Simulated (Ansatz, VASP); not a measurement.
**Pb: VASP beside Ansatz**

Contents of INCAR:

```
SYSTEM = Pb
PREC     = Accurate       ! precision mode
ENCUT    = 520            ! plane-wave cutoff, eV
EDIFF    = 1E-6           ! SCF threshold, eV
ISMEAR   = -1             ! smearing method
SIGMA    = 0.1            ! smearing width, eV
LREAL    = .FALSE.        ! projectors in reciprocal space
LASPH    = .TRUE.         ! aspherical terms in the spheres
NELM     = 100            ! most SCF steps
ALGO     = Normal         ! electronic algorithm
ISIF     = 2              ! what is computed and relaxed
LWAVE    = .FALSE.        ! write WAVECAR
LCHARG   = .TRUE.         ! write CHGCAR
GGA      = PE             ! functional
LELF     = .TRUE.         ! ELF
LVHAR    = .TRUE.       
NBANDS   = 36             ! bands
```

KPOINTS

```
regular mesh
0
G
  11 11 3
  0 0 0
```

The input POSCAR:

```
Pb
1.0
    3.6663372727      0.0000000000      0.0000000000
   -1.8331686364      3.1751412170      0.0000000000
    0.0000000000      0.0000000000     11.8498012737
Pb
4
Direct
    1.0000000000      1.0000000000      0.0000000000
    1.0000000000      1.0000000000      0.5000000000
    0.3333333333      0.6666666667      0.2500000000
    0.6666666667      0.3333333333      0.7500000000
```

Input for Ansatz:

```yaml
crystal:
  lattice:
    - [3.6663372727, 0.0, 0.0]
    - [-1.8331686364, 3.175141217, 0.0]
    - [0.0, 0.0, 11.8498012737]
  atoms:
    - { symbol: Pb, position: [1.0, 1.0, 0.0] }
    - { symbol: Pb, position: [1.0, 1.0, 0.5] }
    - { symbol: Pb, position: [0.3333333333, 0.6666666667, 0.25] }
    - { symbol: Pb, position: [0.6666666667, 0.3333333333, 0.75] }
hamiltonian:
  xc: pbe
  pseudopotentials:
    kind: paw
    azcp:
      Pb: "pseudopotentials/Pb.paw.azcp"
basis:
  ecutwfc: 420
  fft_grid_basis: typed
kpoints:
  mp_grid: { grid: [11, 11, 3], shift: [0, 0, 0] }
magnetization:
  spin_polarized: false
scf:
  occupations: { method: fermi_dirac, width: 0.1 }
  lower_state_search: "off"
output:
  stress: true
  write_density: true
  write_potential: true
  elf: true
  volumetric_format: npy
```

Alike in both runs: task single point; functional PBE; k mesh 11 × 11 × 3; occupations fermi-dirac, width 0.1 eV; no spin polarisation.

|  | VASP | Ansatz |
| --- | --- | --- |
| version | VASP 6.6.1 | Ansatz 0.2.0 |
| potentials or method | VASP PAW PBE potentials, release 64 (Pb_d), cutoff 520 eV | plane waves (420 eV) with PAW, scalar-relativistic |
| valence electrons in the cell | 56 | 56 |

|  | VASP | Ansatz | Ansatz less VASP |
| --- | --- | --- | --- |
| pressure (GPa) | -2.6 | -2.5 | +0.05 |
| traceless stress, the component that is largest in VASP (GPa) | 0.07 | 0.07 | +0.003 |

Neither program's run includes spin-orbit coupling.
